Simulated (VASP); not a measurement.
# ScSn3Se (P-6m2) in VASP: notebook

ScSn3Se is run at these levels: PBE; tasks: single point.

All numbers are computed with VASP 6.6.1; they aren't measurements. Logs are shortened: lines on timing, memory, paths and dates and some standing lists are left out, and cuts for length are marked.

## 1. The cell of the first run

It takes space group P-6m2 (No. 187, hexagonal). The conventional cell has a = 4.757 Å, b = 4.757 Å, c = 6.786 Å, α = 90.00°, β = 90.00°, γ = 120.00°. Sc (site symmetry -6m2) has 3 Se at 2.75 Å and 8 Sn at 3.32 to 3.39 Å within 3.6 Å. Within 4.0 Å of Sn (site symmetry 3m) lie 5 Sn at 3.06 to 3.72 Å and 3 Sc at 3.32 Å and 3 Se at 3.32 Å. Sn (site symmetry -6m2) has 6 Sn at 3.14 Å and 2 Sc at 3.39 Å within 4.1 Å. Se (site symmetry -6m2) has 3 Sc at 2.75 Å and 6 Sn at 3.32 Å within 3.6 Å.

The cell was generated, and may not be a known phase.

## 2. Single point, PBE

File INCAR:

```
SYSTEM = ScSn3Se
ALGO     = Normal         ! electronic algorithm
EDIFF    = 1E-7           ! SCF threshold, eV
ENCUT    = 520            ! plane-wave cutoff, eV
GGA      = PE             ! functional
ISIF     = 2              ! what is computed and relaxed
ISMEAR   = 0              ! smearing method
LASPH    = .TRUE.         ! aspherical terms in the spheres
LCHARG   = .FALSE.        ! write CHGCAR
LREAL    = .FALSE.        ! projectors in reciprocal space
LWAVE    = .FALSE.        ! write WAVECAR
NBANDS   = 38             ! bands
NELM     = 60             ! most SCF steps
PREC     = Accurate       ! precision mode
SIGMA    = 0.1            ! smearing width, eV
```

File KPOINTS:

```
k-points
0
G
  3 3 4
  0 0 0
```

File POSCAR:

```
ScSn3Se
1.0
    4.7570777362      0.0000000023      0.0000000000
   -2.3785388701      4.1197501662      0.0000000000
    0.0000000000      0.0000000000      6.7863046036
Sc Sn Se
1 3 1
Direct
    0.6666666667      0.3333333333      0.0000000000
    0.3333333333      0.6666666667      0.2743312648
    0.3333333333      0.6666666667      0.7256687352
    0.6666666667      0.3333333333      0.5000000000
    0.0000000000      0.0000000000      0.0000000000
```

Potentials or basis: VASP PAW PBE potentials, release 64 (Sc_sv, Sn_d, Se).

Run with:

```bash
> cat potpaw_PBE.64/Sc_sv/POTCAR potpaw_PBE.64/Sn_d/POTCAR potpaw_PBE.64/Se/POTCAR > POTCAR
> mpirun -np 1 vasp_std > vasp.out
```

OUTCAR:

```text
SYSTEM = ScSn3Se
   EDIFF = 1E-7
   ENCUT = 520
   GGA = PE
   ISIF = 2
   ISMEAR = 0
   LASPH = .TRUE.
   LREAL = .FALSE.
   NELM = 60
   PREC = Accurate

 ion  position               nearest neighbor table
   1  0.667  0.333  0.000-   5 2.75   5 2.75   5 2.75   3 3.32   2 3.32   3 3.32   2 3.32   2 3.32
                             3 3.32   4 3.39   4 3.39
   2  0.333  0.667  0.274-   3 3.06   4 3.14   4 3.14   4 3.14   1 3.32   1 3.32   1 3.32   3 3.72

   3  0.333  0.667  0.726-   2 3.06   4 3.14   4 3.14   4 3.14   1 3.32   1 3.32   1 3.32   2 3.72

   4  0.667  0.333  0.500-   2 3.14   3 3.14   2 3.14   3 3.14   2 3.14   3 3.14   1 3.39   1 3.39

   5  0.000  0.000  0.000-   1 2.75   1 2.75   1 2.75

  LATTYP: Found a hexagonal cell.
 ALAT       =     4.7570777362
 C/A-ratio  =     1.4265700457

  Lattice vectors:

 A1 = (   4.7570777362,   0.0000000023,   0.0000000000)
 A2 = (  -2.3785388701,   4.1197501662,   0.0000000000)
 A3 = (   0.0000000000,   0.0000000000,   6.7863046036)

Analysis of symmetry for initial positions (statically):
=====================================================================
 Subroutine PRICEL returns:
 Original cell was already a primitive cell.

 Routine SETGRP: Setting up the symmetry group for a
 hexagonal supercell.

 Subroutine GETGRP returns: Found 12 space group operations
 (whereof 12 operations were pure point group operations)
 out of a pool of 24 trial point group operations.

The static configuration has the point symmetry D_3h.

Analysis of symmetry for dynamics (positions and initial velocities):
=====================================================================
 Subroutine PRICEL returns:
 Original cell was already a primitive cell.

 Routine SETGRP: Setting up the symmetry group for a
 hexagonal supercell.

 Subroutine GETGRP returns: Found 12 space group operations
 (whereof 12 operations were pure point group operations)
 out of a pool of 24 trial point group operations.

The dynamic configuration has the point symmetry D_3h.

 Subroutine INISYM returns: Found 12 space group operations
 (whereof 12 operations are pure point group operations),
 and found     1 'primitive' translations

----------------------------------------------------------------------------------------

                                     Primitive cell

  volume of cell :     132.9978

  direct lattice vectors                    reciprocal lattice vectors
     4.757077736  0.000000002  0.000000000     0.210213088  0.121366583  0.000000000
    -2.378538870  4.119750166  0.000000000    -0.000000000  0.242733166  0.000000000
     0.000000000  0.000000000  6.786304604     0.000000000  0.000000000  0.147355602

  length of vectors
     4.757077736  4.757077736  6.786304604     0.242733166  0.242733166  0.147355602

  position of ions in fractional coordinates (direct lattice)
     0.666666667  0.333333333  0.000000000
     0.333333333  0.666666667  0.274331265
     0.333333333  0.666666667  0.725668735
     0.666666667  0.333333333  0.500000000
     0.000000000  0.000000000  0.000000000

  ion indices of the primitive-cell ions
   primitive index   ion index
                 1           1
                 2           2
                 3           3
                 4           4
                 5           5

----------------------------------------------------------------------------------------

 KPOINTS: k-points

Automatic generation of k-mesh.
 Grid dimensions read from file:
 generate k-points for:    3    3    4

 Generating k-lattice:

  Cartesian coordinates                     Fractional coordinates (reciprocal lattice)
     0.070071029  0.040455528  0.000000000     0.333333333  0.000000000  0.000000000
    -0.000000000  0.080911055  0.000000000     0.000000000  0.333333333  0.000000000
     0.000000000  0.000000000  0.036838900     0.000000000  0.000000000  0.250000000

  Length of vectors
     0.080911055  0.080911055  0.036838900

  Shift w.r.t. Gamma in fractional coordinates (k-lattice)
     0.000000000  0.000000000  0.000000000

 Subroutine IBZKPT returns following result:
 ===========================================

 Found      9 irreducible k-points:

 Following reciprocal coordinates:
            Coordinates               Weight
  0.000000  0.000000  0.000000      1.000000
  0.333333 -0.000000  0.000000      6.000000
  0.333333  0.333333  0.000000      2.000000
  0.000000  0.000000  0.250000      2.000000
  0.333333 -0.000000  0.250000     12.000000
  0.333333  0.333333  0.250000      4.000000
  0.000000  0.000000  0.500000      1.000000
  0.333333 -0.000000  0.500000      6.000000
  0.333333  0.333333  0.500000      2.000000
   k-points           NKPTS =      9   k-points in BZ     NKDIM =      9   number of bands    NBANDS=     38
   number of dos      NEDOS =    301   number of ions     NIONS =      5
   total plane-waves  NPLWV =  64800
   dimension x,y,z NGX =    36 NGY =   36 NGZ =   50
   dimension x,y,z NGXF=    72 NGYF=   72 NGZF=  100
   ions per type =               1   3   1
   NGX,Y,Z   is equivalent  to a cutoff of  12.58, 12.58, 12.25 a.u.
   NGXF,Y,Z  is equivalent  to a cutoff of  25.16, 25.16, 24.50 a.u.
 SYSTEM =  ScSn3Se
   PREC   = accura    normal or accurate (medium, high low for compatibility)
   ISTART =      0    job   : 0-new  1-cont  2-samecut
   ICHARG =      2    charge: 1-file 2-atom 10-const
   ISPIN  =      1    spin polarized calculation?
   LNONCOLLINEAR =      F non collinear calculations
   LSORBIT =      F    spin-orbit coupling
   LASPH  =      T    aspherical Exc in radial PAW
   ENCUT  =  520.0 eV  38.22 Ry    6.18 a.u.   8.85  8.85 12.62*2*pi/ulx,y,z
   NELM   =     60;   NELMIN=  2; NELMDL= -5     # of ELM steps
   EDIFF  = 0.1E-06   stopping-criterion for ELM
   LREAL  =      F    real-space projection
   EDIFFG = 0.1E-05   stopping-criterion for IOM
   NSW    =      0    number of steps for IOM
   IBRION =     -1    ionic relax: 0-MD 1-quasi-New 2-CG
   NFREE  =      0    steps in history (QN), initial steepest desc. (CG)
   ISIF   =      2    stress and relaxation
   ISYM   =      2    0-nonsym 1-usesym 2-fastsym
   POTIM  = 0.5000    time-step for ionic-motion
   TEBEG  =    0.0;   TEEND  =   0.0 temperature during run
   PSTRESS=    0.0 pullay stress
   NELECT =      59.0000    total number of electrons
   NUPDOWN=      -1.0000    fix difference up-down
   EMIN   =  10.00;   EMAX   =-10.00  energy-range for DOS
   EFERMI =   0.00;   METHOD = LEGACY
   ISMEAR =     0;   SIGMA  =   0.10  broadening in eV -4-tet -1-fermi 0-gaus
   EFERMI_NEDOS =   21; number of points for ismear=-14 and -15
   IALGO  =     38    algorithm
   IMIX   =      4    mixing-type and parameters
     AMIX     =   0.40;   BMIX     =  1.00
     AMIX_MAG =   1.60;   BMIX_MAG =  1.00
  volume/ion in A,a.u.               =      26.60       179.50
  Fermi-wavevector in a.u.,A,eV,Ry     =   1.248564  2.359443 21.210273  1.558911
  Thomas-Fermi vector in A             =   2.382644
   LORBIT       =      0    0 simple, 1 ext, 2 COOP (PROOUT), +10 PAW based schemes
   GGA     = PE    functional components
   LHFCALC =     F    Hartree Fock is set to
   AEXX    =    0.0000 exact exchange contribution
   IVDW    =     0    specifies the selected vdW correction
   LEPSILON=     F    determine dielectric tensor
   LRPA    =     F    only Hartree local field effects (RPA)
 non-spin polarized calculation
 Gauss-broadening in eV      SIGMA  =   0.10
  energy-cutoff  :      520.00
  volume of cell :      133.00
 maximum number of plane-waves:      3631
 NGX is ok and might be reduce to    36
   NGX = 17   NGY = 17   NGZ = 25

 number of electron      59.0000008 magnetization

 Free energy of the ion-electron system (eV)
  ---------------------------------------------------
  ext. energy  EPLUGINS =         0.00000000
  ---------------------------------------------------
  free energy    TOTEN  =       -23.41559791 eV

  energy without entropy =      -23.38838169  energy(sigma->0) =      -23.40198980

 E-fermi :   6.4543     XC(G=0):  -9.8996

 val. band max:        6.4191015694   @ k =   0.3333  -0.0000   0.0000
 cond. band min:       6.4565429327   @ k =   0.3333  -0.0000   0.2500
 fundamental gap:      0.0374413633
 Fermi energy:         6.4542859852

 k-point     1 :       0.0000    0.0000    0.0000
  band No.  band energies     occupation
      1     -43.8383      2.00000
      2     -22.4839      2.00000
      3     -22.4660      2.00000
      4     -22.4660      2.00000
      5     -15.1786      2.00000
      6     -15.1629      2.00000
[... 30 lines left out ...]
     37       8.7188      0.00000
     38       9.2755      0.00000

 k-point     2 :       0.3333   -0.0000    0.0000
  band No.  band energies     occupation
      1     -43.8381      2.00000
      2     -22.4833      2.00000
      3     -22.4746      2.00000
      4     -22.4679      2.00000
      5     -15.1721      2.00000
      6     -15.1524      2.00000
[... 30 lines left out ...]
     37      10.2833      0.00000
     38      10.3246      0.00000

 k-point     3 :       0.3333    0.3333    0.0000
  band No.  band energies     occupation
      1     -43.8379      2.00000
      2     -22.4831      2.00000
      3     -22.4762      2.00000
      4     -22.4715      2.00000
      5     -15.1683      2.00000
      6     -15.1503      2.00000
[... 30 lines left out ...]
     37      10.2026      0.00000
     38      10.3934      0.00000

 k-point     4 :       0.0000    0.0000    0.2500
  band No.  band energies     occupation
      1     -43.8383      2.00000
      2     -22.4841      2.00000
      3     -22.4660      2.00000
      4     -22.4660      2.00000
      5     -15.1660      2.00000
      6     -15.1596      2.00000
[... 30 lines left out ...]
     37       9.2368      0.00000
     38       9.5960      0.00000
[... 88 lines left out ...]
      4     -22.4660      2.00000
      5     -15.1561      2.00000
      6     -15.1561      2.00000
[... 30 lines left out ...]
     37       8.5306      0.00000
     38       9.7090      0.00000

 k-point     8 :       0.3333   -0.0000    0.5000
  band No.  band energies     occupation
      1     -43.8380      2.00000
      2     -22.4837      2.00000
      3     -22.4746      2.00000
      4     -22.4679      2.00000
      5     -15.1463      2.00000
      6     -15.1445      2.00000
[... 30 lines left out ...]
     37       9.6791      0.00000
     38      10.3919      0.00000

 k-point     9 :       0.3333    0.3333    0.5000
  band No.  band energies     occupation
      1     -43.8379      2.00000
      2     -22.4835      2.00000
      3     -22.4762      2.00000
      4     -22.4715      2.00000
      5     -15.1447      2.00000
      6     -15.1403      2.00000
[... 30 lines left out ...]
     37      10.4798      0.00000
     38      10.6328      0.00000

------------------------ aborting loop because EDIFF is reached ----------------------------------------

  FORCE on cell =-STRESS in cart. coord.  units (eV):
  Direction    XX          YY          ZZ          XY          YZ          ZX
  --------------------------------------------------------------------------------------
  -------------------------------------------------------------------------------------
  Total       -0.0820276     -0.0820276     -0.0299313      0.0000000     -0.0000000      0.0000000
  in kB       -0.9881579     -0.9881579     -0.3605714      0.0000000     -0.0000000      0.0000000
  external PRESSURE =      -0.7789624 kB  Pullay stress =       0.0000000 kB

 VOLUME and BASIS-vectors are now :
 -----------------------------------------------------------------------------
  energy-cutoff  :      520.00
  volume of cell :      133.00
      direct lattice vectors                 reciprocal lattice vectors
     4.757077736  0.000000002  0.000000000     0.210213088  0.121366583  0.000000000
    -2.378538870  4.119750166  0.000000000    -0.000000000  0.242733166  0.000000000
     0.000000000  0.000000000  6.786304604     0.000000000  0.000000000  0.147355602

 POSITION                                       TOTAL-FORCE (eV/Angst)
 -----------------------------------------------------------------------------------
      2.37854      1.37325      0.00000         0.000000     -0.000000      0.000000
     -0.00000      2.74650      1.86170         0.000000     -0.000000      0.017093
     -0.00000      2.74650      4.92461         0.000000      0.000000     -0.017093
      2.37854      1.37325      3.39315         0.000000      0.000000      0.000000
      0.00000      0.00000      0.00000        -0.000000      0.000000      0.000000
 -----------------------------------------------------------------------------------
    total drift:                               -0.000000      0.000000     -0.000000

  FREE ENERGIE OF THE ION-ELECTRON SYSTEM (eV)
  ---------------------------------------------------
  free  energy   TOTEN  =       -23.4155979089 eV

  energy  without entropy=      -23.3883816903  energy(sigma->0) =      -23.40198980
```

Wall time 31 s (1 thread of Intel Xeon 6975P-C (Granite Rapids), shared host); peak memory 0.27 GiB.

Results:

```yaml
Free_energy: -23.4156 eV
Pressure: -0.1 GPa
Largest_force: 0.017 eV/Å
Band_gap_on_the_k_mesh: zero (an odd number of electrons rules out a gap without spin polarisation)
```

Forces on the atoms (eV/Å):
```
Sc   0.000  0.000  0.000
Sn   0.000  0.000  0.017
Sn   0.000  0.000 -0.017
Sn   0.000  0.000  0.000
Se   0.000  0.000  0.000
```

Caveat: the k points lie up to 0.51 Å⁻¹ apart, too coarse for converged energies and pressures of a metal; spin-orbit coupling is left out, which moves the levels of the heavy elements.

## 3. Single point, PBE

This run uses another cell than the first one, of 28.55 Å³/atom.

File INCAR:

```
SYSTEM = ScSn3Se
PREC = Accurate ; ENCUT = 520
EDIFF = 1E-7 ; ISMEAR = 0
SIGMA = 0.1 ; LREAL = .False.
LASPH = .True. ; NELM = 80
ALGO = Normal ; ISIF = 2
LWAVE = .False. ; LCHARG = .False.
GGA = PE ; NBANDS = 38
```

File KPOINTS:

```
Automatic mesh
0
Gamma
  3 3 4
  0 0 0
```

File POSCAR:

```
ScSn3Se
1.0
    5.9582767100      0.0000000000      0.0000000000
   -2.9791383600      5.1600190000      0.0000000000
    0.0000000000      0.0000000000      4.6430802300
Sc Sn Se
1 3 1
Direct
    0.6666666700      0.3333333300      0.0000000000
    0.3333333300      0.6666666700      0.2608550000
    0.3333333300      0.6666666700      0.7391450000
    0.6666666700      0.3333333300      0.5000000000
    0.0000000000      0.0000000000      0.0000000000
```

Potentials or basis: VASP PAW PBE potentials, release 64 (Sc_sv, Sn_d, Se).

Run with:

```bash
> cat potpaw_PBE.64/Sc_sv/POTCAR potpaw_PBE.64/Sn_d/POTCAR potpaw_PBE.64/Se/POTCAR > POTCAR
> mpirun -np 1 vasp_std > vasp.out
```

It took 39 s on 1 thread of Intel Xeon 6975P-C (Granite Rapids), shared host; peak memory 0.28 GiB.

The run converged. Its results:

```yaml
Free_energy: -14.6986 eV
Pressure: 17.8 GPa
Largest_force: 6.450 eV/Å
Band_gap_on_the_k_mesh: zero (an odd number of electrons rules out a gap without spin polarisation)
```

Forces on the atoms (eV/Å):
```
Sc   0.000  0.000  0.000
Sn   0.000  0.000 -6.450
Sn   0.000  0.000  6.450
Sn   0.000  0.000  0.000
Se   0.000  0.000  0.000
```

Stress tensor (GPa, compression positive):
```
-8.13  0.00  0.00
 0.00 -8.13  0.00
 0.00  0.00 69.52
```

Levels at points of the mesh, in eV from the Fermi level:
```
           k point  band 27  band 28  band 29  band 30  band 31  band 32
(0.00, 0.00, 0.00)    -2.25    -2.25    -0.08     1.02     1.02     1.80
(0.00, 0.00, 0.50)    -2.35    -2.24    -1.40    -0.23    -0.23     0.20
```

Caveat: the k points lie up to 0.41 Å⁻¹ apart, too coarse for converged energies and pressures of a metal; spin-orbit coupling is left out, which moves the levels of the heavy elements; forces of over 1 eV/Å act on the atoms, so gaps and moduli don't describe the material at rest.

[end of part 1 of 2]

The gap in the log of VASP goes by the Fermi energy; the results here count the filled bands.